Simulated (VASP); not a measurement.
# Cu12Cl in VASP: notebook

Cu12Cl is run at these levels: PBE+D3(BJ); tasks: single point.

Program: VASP 6.6.1. These are calculated values, not measurements. Logs are shortened: lines on timing, memory, paths and dates and some standing lists are left out, and cuts for length are marked.

**1. The cell of the first run**

The cell holds a slab with vacuum, 13 atoms: a = 5.041 Å, b = 5.041 Å, c = 23.116 Å, α = 90.00°, β = 90.00°, γ = 120.00°.

**2. Single point, PBE+D3(BJ)**

File INCAR:

```
SYSTEM = Cu12Cl
  ALGO = Normal
  DIPOL = 0.5 0.5 0.472
  EDIFF = 1E-6
  ENCUT = 520
  GGA = PE
  IDIPOL = 3
  ISIF = 2
  ISMEAR = 0
  IVDW = 12
  LASPH = .TRUE.
  LCHARG = .FALSE.
  LDIPOL = .TRUE.
  LREAL = .FALSE.
  LWAVE = .FALSE.
  NBANDS = 82
  NELM = 100
  PREC = Accurate
  SIGMA = 0.1
```

File KPOINTS:

```
k-points
0
G
  6 6 1
  0 0 0
```

File POSCAR:

```
Cu12Cl
1.0
    5.0409715241      0.0000000000      0.0000000000
   -2.5204857621      4.3656093996      0.0000000000
    0.0000000000      0.0000000000     23.1160119731
Cu Cl
12 1
Direct
    0.1666666667      0.3333333333      0.3677104861
    0.1666666667      0.8333333333      0.3677104861
    0.6666666667      0.3333333333      0.3677104861
    0.6666666667      0.8333333333      0.3677104861
    0.3333333333      0.1666666667      0.4580848617
    0.3339733184      0.6669866592      0.4576180281
    0.8330133408      0.1660266816      0.4576180281
    0.8330133408      0.6669866592      0.4576180281
    0.1666301660      0.3333698340      0.5467439815
    0.1666301660      0.8332603320      0.5467439815
    0.6667396680      0.3333698340      0.5467439815
    0.6666666667      0.8333333333      0.5470051889
    0.6666666667      0.8333333333      0.6406888181
```

Potentials or basis: VASP PAW PBE potentials, release 64 (Cu, Cl).

Command:

```
$ cat potpaw_PBE.64/Cu/POTCAR potpaw_PBE.64/Cl/POTCAR > POTCAR
$ mpirun -np 1 vasp_std > vasp.out
```

OUTCAR:

```text
SYSTEM = Cu12Cl
   EDIFF = 1E-6
   ENCUT = 520
   GGA = PE
   ISIF = 2
   ISMEAR = 0
   IVDW = 12
   LASPH = .TRUE.
   LREAL = .FALSE.
   NELM = 100
   PREC = Accurate
 IVDW          = 12

 ion  position               nearest neighbor table
   1  0.167  0.333  0.368-   4 2.52   4 2.52   3 2.52   3 2.52   2 2.52   2 2.52   7 2.54   6 2.54
                             5 2.55
   2  0.167  0.833  0.368-   3 2.52   3 2.52   4 2.52   4 2.52   1 2.52   1 2.52   6 2.54   8 2.54
                             5 2.55
   3  0.667  0.333  0.368-   2 2.52   2 2.52   1 2.52   1 2.52   4 2.52   4 2.52   7 2.54   8 2.54
                             5 2.55
   4  0.667  0.833  0.368-   1 2.52   1 2.52   2 2.52   2 2.52   3 2.52   3 2.52   8 2.54   6 2.54
                             7 2.54
   5  0.333  0.167  0.458-   9 2.51  11 2.51  10 2.51   7 2.52   6 2.52   8 2.52   8 2.52   7 2.52
                             6 2.52   1 2.55   3 2.55   2 2.55
   6  0.334  0.667  0.458-   7 2.52   8 2.52   5 2.52   5 2.52   9 2.52  10 2.52   7 2.53   8 2.53
                            12 2.53   4 2.54   2 2.54   1 2.54
   7  0.833  0.166  0.458-   6 2.52   8 2.52   5 2.52   5 2.52   9 2.52  11 2.52   6 2.53   8 2.53
                            12 2.53   4 2.54   3 2.54   1 2.54
   8  0.833  0.667  0.458-   6 2.52   7 2.52   5 2.52   5 2.52  10 2.52  11 2.52   6 2.53   7 2.53
                            12 2.53   4 2.54   2 2.54   3 2.54
   9  0.167  0.333  0.547-   5 2.51  11 2.52  10 2.52  12 2.52  12 2.52  11 2.52  10 2.52   7 2.52
                             6 2.52
  10  0.167  0.833  0.547-   5 2.51  11 2.52   9 2.52  12 2.52  12 2.52  11 2.52   9 2.52   8 2.52
                             6 2.52
  11  0.667  0.333  0.547-   5 2.51  10 2.52   9 2.52  12 2.52  12 2.52  10 2.52   9 2.52   8 2.52
                             7 2.52
  12  0.667  0.833  0.547-  13 2.17  10 2.52  11 2.52   9 2.52   9 2.52  10 2.52  11 2.52   8 2.53
                             6 2.53   7 2.53
  13  0.667  0.833  0.641-  12 2.17

  LATTYP: Found a hexagonal cell.
 ALAT       =     5.0409715241
 C/A-ratio  =     4.5856263743

  Lattice vectors:

 A1 = (   5.0409715241,   0.0000000000,   0.0000000000)
 A2 = (  -2.5204857621,   4.3656093996,   0.0000000000)
 A3 = (   0.0000000000,   0.0000000000,  23.1160119731)

Analysis of symmetry for initial positions (statically):
=====================================================================
 Subroutine PRICEL returns:
 Original cell was already a primitive cell.

 Routine SETGRP: Setting up the symmetry group for a
 hexagonal supercell.

 Subroutine GETGRP returns: Found  6 space group operations
 (whereof  2 operations were pure point group operations)
 out of a pool of 24 trial point group operations.

The static configuration has the point symmetry C_1h.
 The point group associated with its full space group is C_3v.

Analysis of symmetry for dynamics (positions and initial velocities):
[... 146 lines left out ...]
   LRPA    =     F    only Hartree local field effects (RPA)
 non-spin polarized calculation
 Gauss-broadening in eV      SIGMA  =   0.10
  energy-cutoff  :      520.00
  volume of cell :      508.71
 maximum number of plane-waves:     13734
 NGX is ok and might be reduce to    40
   NGX = 19   NGY = 19   NGZ = 85

 dipolmoment           0.000000      0.000000     -0.013813 electrons x Angstroem

 number of electron     138.9999941 magnetization

 dipolmoment           0.000000      0.000000      0.152727 electrons x Angstroem

 Free energy of the ion-electron system (eV)
  ---------------------------------------------------
  ext. energy  EPLUGINS =         0.00000000
  ---------------------------------------------------
  free energy    TOTEN  =       -44.02365565 eV

  energy without entropy =      -43.96771485  energy(sigma->0) =      -43.99568525

 E-fermi :  -1.3899     XC(G=0):  -4.6716

 val. band max:       -1.3953027657   @ k =   0.5000  -0.0000   0.0000
 cond. band min:      -1.3453000276   @ k =   0.3333  -0.0000   0.0000
 fundamental gap:      0.0500027381
 Fermi energy:        -1.3898680828

 k-point     1 :       0.0000    0.0000    0.0000
  band No.  band energies     occupation
      1     -16.1031      2.00000
      2     -10.2833      2.00000
      3      -8.2933      2.00000
      4      -6.8158      2.00000
      5      -6.3852      2.00000
      6      -6.3498      2.00000
[... 577 lines left out ...]
     80       3.4919      0.00000
     81       4.2946      0.00000
 [bands above 81 left out]

------------------------ aborting loop because EDIFF is reached ----------------------------------------

 vacuum level on the upper side and lower side of the slab       (xc-potential included)         0.471        -0.770

 Edisp (eV)   -5.06315

 E8    (eV) :    -2.2558

  FORCE on cell =-STRESS in cart. coord.  units (eV):
  Direction    XX          YY          ZZ          XY          YZ          ZX
  --------------------------------------------------------------------------------------
  -------------------------------------------------------------------------------------
  Total      -2.70673    -2.70673     0.12508     0.00000     0.00000    -0.00000
  in kB      -8.52480    -8.52480     0.39395     0.00000     0.00000    -0.00000
  external pressure =       -5.55 kB  Pullay stress =        0.00 kB

 VOLUME and BASIS-vectors are now :
 -----------------------------------------------------------------------------
  energy-cutoff  :      520.00
  volume of cell :      508.71
      direct lattice vectors                 reciprocal lattice vectors
     5.040971524  0.000000000  0.000000000     0.198374459  0.114531547  0.000000000
    -2.520485762  4.365609400  0.000000000     0.000000000  0.229063095  0.000000000
     0.000000000  0.000000000 23.116011973     0.000000000  0.000000000  0.043260057

 POSITION                                       TOTAL-FORCE (eV/Angst)
 -----------------------------------------------------------------------------------
      0.00000      1.45520      8.50000         0.009600     -0.005543     -0.019190
     -1.26024      3.63801      8.50000        -0.000000      0.011085     -0.019190
      2.52049      1.45520      8.50000        -0.009600     -0.005543     -0.019190
      1.26024      3.63801      8.50000        -0.000000      0.000000     -0.000420
      1.26024      0.72760     10.58910        -0.000000      0.000000      0.005546
      0.00242      2.91180     10.57830         0.002889      0.001668      0.000154
      3.78073      0.72481     10.57830         0.000000     -0.003335      0.000154
      2.51807      2.91180     10.57830        -0.002889      0.001668      0.000154
     -0.00028      1.45536     12.63854        -0.001564      0.000903      0.020498
     -1.26024      3.63769     12.63854         0.000000     -0.001806      0.020498
      2.52076      1.45536     12.63854         0.001564      0.000903      0.020498
      1.26024      3.63801     12.64458        -0.000000     -0.000000     -0.005543
      1.26024      3.63801     14.81017        -0.000000      0.000000     -0.003968
 -----------------------------------------------------------------------------------
    total drift:                                0.000003     -0.000001     -0.003173

  FREE ENERGIE OF THE ION-ELECTRON SYSTEM (eV)
  ---------------------------------------------------
  free  energy   TOTEN  =       -49.0868084595 eV

  energy  without entropy=      -49.0308676622  energy(sigma->0) =      -49.05883806

 vacuum level on the upper side and lower side of the slab         4.573         3.309
```

OSZICAR:

```text
N       E                     dE             d eps       ncg     rms          rms(c)
DAV:   1     0.129215546932E+04    0.12922E+04   -0.58202E+04  1148   0.193E+03
DAV:   2     0.119578844341E+03   -0.11726E+04   -0.11384E+04  1148   0.434E+02
DAV:   3    -0.356974495838E+02   -0.15528E+03   -0.14601E+03  1370   0.207E+02
DAV:   4    -0.539608620595E+02   -0.18263E+02   -0.17534E+02  1708   0.670E+01
[... 21 lines left out ...]
DAV:  26    -0.440236403111E+02   -0.22048E-04   -0.34553E-06   902   0.425E-02    0.291E-03
DAV:  27    -0.440236473141E+02   -0.70029E-05   -0.15642E-06   822   0.101E-02    0.223E-03
DAV:  28    -0.440236535285E+02   -0.62144E-05   -0.91093E-07   752   0.145E-02    0.208E-03
DAV:  29    -0.440236549844E+02   -0.14559E-05   -0.36916E-07   740   0.893E-03    0.993E-04
DAV:  30    -0.440236556518E+02   -0.66736E-06   -0.39067E-07   678   0.693E-03
   1 F= -.49086808E+02 E0= -.49058838E+02  d E =-.559408E-01
```

It took 16 min on 1 thread of Intel Xeon Platinum 8259CL at 2.50GHz (Skylake/Cascade Lake), shared host; peak memory 0.68 GiB.

What came out:

| Property | Result |
| --- | --- |
| Free energy | -49.0868 eV |
| Largest force | 0.022 eV/Å |
| Band gap on the k mesh | zero (an odd number of electrons rules out a gap without spin polarisation) |
| Dispersion energy per atom | -0.389 eV |

Forces in eV/Å, atoms in the order of the input:
```
Cu   0.010 -0.006 -0.019
Cu   0.000  0.011 -0.019
Cu  -0.010 -0.006 -0.019
Cu   0.000  0.000  0.000
Cu   0.000  0.000  0.006
Cu   0.003  0.002  0.000
Cu   0.000 -0.003  0.000
Cu  -0.003  0.002  0.000
Cu  -0.002  0.001  0.020
Cu   0.000 -0.002  0.020
Cu   0.002  0.001  0.020
Cu   0.000  0.000 -0.006
Cl   0.000  0.000 -0.004
```

Caveat: an odd number of electrons without spin polarisation forces a metal; a magnetic or distorted state may lie lower.

**3. Single point, PBE+D3(BJ)**

File INCAR:

```
SYSTEM = Cu12Cl
ALGO = Normal
DIPOL = 0.5 0.5 0.471
EDIFF = 1E-7
ENCUT = 520
GGA = PE
IDIPOL = 3
ISIF = 2
ISMEAR = 0
IVDW = 12
LASPH = .True.
LCHARG = .False.
LDIPOL = .True.
LREAL = .False.
LWAVE = .False.
NBANDS = 82
NELM = 80
PREC = Accurate
SIGMA = 0.1
```

File KPOINTS:

```
k-points
0
Gamma
  6 6 1
  0 0 0
```

File POSCAR:

```
Cu12Cl
1.0
    5.0409715241      0.0000000000      0.0000000000
   -2.5204857621      4.3656093996      0.0000000000
    0.0000000000      0.0000000000     23.1160119731
Cu Cl
12 1
Direct
    0.1666666667      0.3333333333      0.3677104861
    0.1666666667      0.8333333333      0.3677104861
    0.6666666667      0.3333333333      0.3677104861
    0.6666666667      0.8333333333      0.3677104861
    0.3313949006      0.1656974503      0.4571093616
    0.3333333333      0.6666666667      0.4605153131
    0.8343025497      0.1656974503      0.4571093616
    0.8343025497      0.6686050994      0.4571093616
    0.1689350507      0.3378701014      0.5484710444
    0.1689350507      0.8310649493      0.5484710444
    0.6666666667      0.3333333333      0.5432522289
    0.6621298986      0.8310649493      0.5484710444
    0.0000000000      0.0000000000      0.6287418845
```

Potentials or basis: VASP PAW PBE potentials, release 64 (Cu, Cl).

Command:

```
$ cat potpaw_PBE.64/Cu/POTCAR potpaw_PBE.64/Cl/POTCAR > POTCAR
$ mpirun -np 1 vasp_std > vasp.out
```

Wall time 19 min (1 thread of Intel Xeon Platinum 8259CL at 2.50GHz (Skylake/Cascade Lake), shared host); peak memory 0.7 GiB.

It converged, with:

| Item | Value |
| --- | --- |
| Free energy | -49.5441 eV |
| Largest force | 0.141 eV/Å |
| Band gap on the k mesh | zero (an odd number of electrons rules out a gap without spin polarisation) |
| Dispersion energy per atom | -0.392 eV |

Forces in eV/Å, atoms in the order of the input:
```
Cu   0.000 -0.011  0.026
Cu  -0.010  0.006  0.026
Cu   0.000  0.000 -0.141
Cu   0.010  0.006  0.026
Cu  -0.004 -0.002  0.000
Cu   0.000  0.000 -0.006
Cu   0.004 -0.002  0.000
Cu   0.000  0.005  0.000
Cu   0.000 -0.002  0.012
Cu  -0.001  0.001  0.012
Cu   0.000  0.000  0.019
Cu   0.001  0.001  0.012
Cl   0.000  0.000  0.012
```

Levels at points of the mesh, in eV from the Fermi level:
| k point | band 65 | band 66 | band 67 | band 68 | band 69 | band 70 | band 71 | band 72 | band 73 | band 74 |
| --- | --- | --- | --- | --- | --- | --- | --- | --- | --- | --- |
| (0.00, 0.00, 0.00) | -1.37 | -1.35 | -1.10 | 0.08 | 0.21 | 0.21 | 0.36 | 0.95 | 0.95 | 1.47 |
| (0.50, 0.00, 0.00) | -1.56 | -1.47 | -1.45 | -0.99 | 0.03 | 0.04 | 0.69 | 0.79 | 1.34 | 1.65 |

Caveat: an odd number of electrons without spin polarisation forces a metal; a magnetic or distorted state may lie lower. With open d or f shells a metallic result of PBE can be an artefact of self-interaction; +U or a hybrid may open a gap.
